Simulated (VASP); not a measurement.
# PIr2: relaxation of cell and atoms with LDA

PIr2:

```xyz
3
Lattice="0.0000 2.7930 2.7930 2.7930 0.0000 2.7930 2.7930 2.7930 0.0000" Properties=species:S:1:pos:R:3 pbc="T T T"
P     0.0000    0.0000    0.0000
Ir    1.3965    1.3965    1.3965
Ir    4.1894    4.1894    4.1894
```

```yaml
Program: VASP 6.6.1
Task: relaxation of cell and atoms
Functional: LDA
Potentials_or_basis: VASP PAW LDA potentials, release 64 (P, Ir)
Cutoff: 600 eV
k_mesh: 14 × 14 × 14
Occupations: gaussian, width 0.1 eV
Spin: no spin polarisation
Dipole_correction: no
Further_INCAR_settings: ALGO = Normal; EDIFF = 1e-06; IBRION = 2; EDIFFG = -0.005; NSW = 70; ISIF = 3
```

The relaxed volume is 14.00 Å³/atom. The relaxed cell is a = 3.902 Å, b = 3.902 Å, c = 3.902 Å, α = 60.00°, β = 60.00°, γ = 60.00°. The space group after relaxing (to 0.05 Å) is Fm-3m (No. 225). The energy gained by relaxing is 18.2 meV/atom, the ionic steps are 4 and the pressure after relaxing is -0.1 GPa.

Step by step:
```
step  energy change (eV)  largest force (eV/Å)  pressure (GPa)  volume (Å³)
   1              0.0000                0.0000          -10.67        43.57
   2              0.4665                0.0000           43.71        37.75
   3             -0.0546                0.0000           -0.52        42.06
   4             -0.0547                0.0000           -0.05        42.00
```

Final structure:
```
P Ir
1.0
     0.00000    2.75894    2.75894
     2.75894    0.00000    2.75894
     2.75894    2.75894    0.00000
P Ir
1 2
Direct
  0.00000 0.00000 0.00000
  0.25000 0.25000 0.25000
  0.75000 0.75000 0.75000
```

Levels at points of the mesh, in eV from the Fermi level:
| k point | band 9 | band 10 | band 11 | band 12 | band 13 | band 14 | band 15 |
| --- | --- | --- | --- | --- | --- | --- | --- |
| (0.00, 0.00, 0.00) | -0.55 | 0.43 | 1.63 | 1.63 | 4.46 | 4.46 | 4.46 |
| (0.50, 0.00, 0.00) | -2.87 | -2.67 | -2.67 | -2.53 | 3.84 | 4.46 | 4.46 |
| (0.50, 0.50, 0.00) | -2.48 | -0.89 | -0.89 | -0.06 | 1.48 | 1.74 | 5.52 |

It took 67 s on 1 thread of Intel(R) Xeon(R) 6975P-C (Granite Rapids) (shared host), peak memory 0.22 GiB.

Caveat: spin-orbit coupling is left out, which moves the levels of the heavy elements. LDA usually gives volumes a few per cent too small.
